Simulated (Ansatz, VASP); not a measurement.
## InSb in VASP and in Ansatz

File INCAR:

```
SYSTEM = InSb
PREC     = Accurate       ! precision mode
ENCUT    = 520            ! plane-wave cutoff, eV
EDIFF    = 1E-7           ! SCF threshold, eV
ISMEAR   = 0              ! smearing method
SIGMA    = 0.15           ! smearing width, eV
LREAL    = .FALSE.        ! projectors in reciprocal space
LASPH    = .TRUE.         ! aspherical terms in the spheres
NELM     = 60             ! most SCF steps
ALGO     = Normal         ! electronic algorithm
ISIF     = 2              ! what is computed and relaxed
LWAVE    = .FALSE.        ! write WAVECAR
LCHARG   = .FALSE.        ! write CHGCAR
GGA      = PE             ! functional
NBANDS   = 16             ! bands
```

The input KPOINTS:

```
regular mesh
0
G
  12 12 12
  0 0 0
```

POSCAR

```
InSb
1.0
    0.0000000000      3.2391000000      3.2391000000
    3.5630100000      0.0000000000      3.2391000000
    3.5630100000      3.2391000000      0.0000000000
In Sb
1 1
Direct
    0.0000000000      0.0000000000      0.0000000000
    0.7500000000      0.7500000000      0.7500000000
```

Input for Ansatz:

```yaml
crystal:
  lattice:
    - [0.0, 3.2391, 3.2391]
    - [3.56301, 0.0, 3.2391]
    - [3.56301, 3.2391, 0.0]
  atoms:
    - { symbol: In, position: [0.0, 0.0, 0.0] }
    - { symbol: Sb, position: [0.75, 0.75, 0.75] }
basis:
  ecutwfc: 420
kpoints:
  mp_grid: { grid: [12, 12, 12] }
hamiltonian:
  xc: pbe
scf:
  occupations: { method: gaussian, width: 0.15 }
output:
  forces: true
  stress: true
  eigenvalues: true
```

Change from the starting cell: strain +0.1000 x Voigt [1, 0, 0, 0, 0, 0], atoms carried along.

Alike in both runs: task single point; functional PBE; k mesh 12 × 12 × 12; occupations gaussian, width 0.15 eV; no spin polarisation.

```csv
,VASP,Ansatz
version,VASP 6.6.1,Ansatz 0.2.0
potentials or method,"VASP PAW PBE potentials, release 64 (In_d, Sb), cutoff 520 eV","scalar-relativistic, plane waves, PAW"
valence electrons in the cell,18,28
```

```tsv
	VASP	Ansatz	Ansatz less VASP
gap on the k mesh at the Fermi level (eV)	none	none	-
pressure (GPa)	-0.9	-0.9	+0.02
traceless stress, the component that is largest in VASP (GPa)	-1.93	-1.93	+0.001
```

A gap of «none» marks a metal or a gap that the smearing closes. VASP's potentials hold 18 valence electrons a cell and Ansatz's 28, so a difference there can come from the potentials and not from the codes.

Neither program's run includes spin-orbit coupling.
